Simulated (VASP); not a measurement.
Here is a VASP 6.6.1 calculation.

The input INCAR:

```
SYSTEM = AlN
PREC     = Accurate       ! precision mode
ENCUT    = 520            ! plane-wave cutoff, eV
EDIFF    = 1E-6           ! SCF threshold, eV
ISMEAR   = -1             ! smearing method
SIGMA    = 0.05           ! smearing width, eV
LREAL    = .False.        ! projectors in reciprocal space
LASPH    = .True.         ! aspherical terms in the spheres
NELM     = 60             ! most SCF steps
ALGO     = Normal         ! electronic algorithm
ISIF     = 2              ! what is computed and relaxed
LWAVE    = .False.        ! write WAVECAR
LCHARG   = .False.        ! write CHGCAR
GGA      = PE             ! functional
IVDW     = 13             ! dispersion correction
NBANDS   = 16             ! bands
```

Contents of KPOINTS:

```
Automatic mesh
0
Gamma
  10 10 6
  0 0 0
```

Contents of POSCAR:

```
AlN
1.0
    3.1336164949      0.0000000000      0.0000000000
   -1.5668082474      2.7137914903      0.0000000000
    0.0000000000      0.0000000000      5.0139877163
Al N
2 2
Direct
    0.6666666667      0.3333333333      0.5000000000
    0.3333333333      0.6666666667      0.0000000000
    0.6666666667      0.3333333333      0.8800000000
    0.3333333333      0.6666666667      0.3800000000
```

Potentials or basis: VASP PAW PBE potentials, release 64 (Al, N).

Launch:

```sh
$ cat potpaw_PBE.64/Al/POTCAR potpaw_PBE.64/N/POTCAR > POTCAR
$ mpirun -np 1 vasp_std > vasp.out
```

(1) Estimate the largest force.

(2) Predict the pressure.

(3) Predict the band gap on the k mesh.

Results:

(1) 0.113 eV/Å.

(2) -5.0 GPa.

(3) 4.05 eV, direct.
